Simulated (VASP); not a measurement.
A run of VASP 6.6.1:

The input POSCAR:

```
Si
1.0
    0.0000000000      2.3458536924      2.3458536924
    2.3458536924      0.0000000000      2.3458536924
    2.3458536924      2.3458536924      0.0000000000
Si
2
Direct
    0.7500000000      0.7500000000      0.7500000000
    0.5000000000      0.5000000000      0.5000000000
```

INCAR.step1

```
SYSTEM = Si
PREC     = Accurate       ! precision mode
ENCUT    = 520            ! plane-wave cutoff, eV
ISMEAR   = 0              ! smearing method
SIGMA    = 0.05           ! smearing width, eV
LREAL    = .False.        ! projectors in reciprocal space
LASPH    = .True.         ! aspherical terms in the spheres
NELM     = 80             ! most SCF steps
NBANDS   = 11             ! bands
GGA      = PE             ! functional
ALGO     = Normal         ! electronic algorithm
EDIFF    = 1E-4           ! SCF threshold, eV
LWAVE    = .True.         ! write WAVECAR
LCHARG   = .False.        ! write CHGCAR
```

File INCAR.step2:

```
SYSTEM = Si
PREC     = Accurate       ! precision mode
ENCUT    = 520            ! plane-wave cutoff, eV
EDIFF    = 1E-6           ! SCF threshold, eV
ISMEAR   = 0              ! smearing method
SIGMA    = 0.05           ! smearing width, eV
LREAL    = .False.        ! projectors in reciprocal space
LASPH    = .True.         ! aspherical terms in the spheres
NELM     = 80             ! most SCF steps
ALGO     = Normal         ! electronic algorithm
ISIF     = 2              ! what is computed and relaxed
LWAVE    = .False.        ! write WAVECAR
LCHARG   = .False.        ! write CHGCAR
METAGGA  = R2SCAN         ! meta-GGA
LMIXTAU  = .True.       
NBANDS   = 11             ! bands
ISTART   = 1
```

Contents of KPOINTS:

```
regular mesh
0
Gamma
  16 16 16
  0 0 0
```

Potentials or basis: VASP PAW PBE potentials, release 64 (Si).

Run with:

```console
$ cat potpaw_PBE.64/Si/POTCAR > POTCAR
$ cp INCAR.step1 INCAR
$ mpirun -np 1 vasp_std > vasp.out
$ cp INCAR.step2 INCAR
$ mpirun -np 1 vasp_std > vasp.out
```

Hardware: 1 thread of Intel(R) Xeon(R) Platinum 8488C (Sapphire Rapids), with other jobs on the host.

How long does it take, and how much memory?

It took 110 s on 1 thread of Intel(R) Xeon(R) Platinum 8488C (Sapphire Rapids) (shared host), peak memory 0.17 GiB. Counts: k points 145.
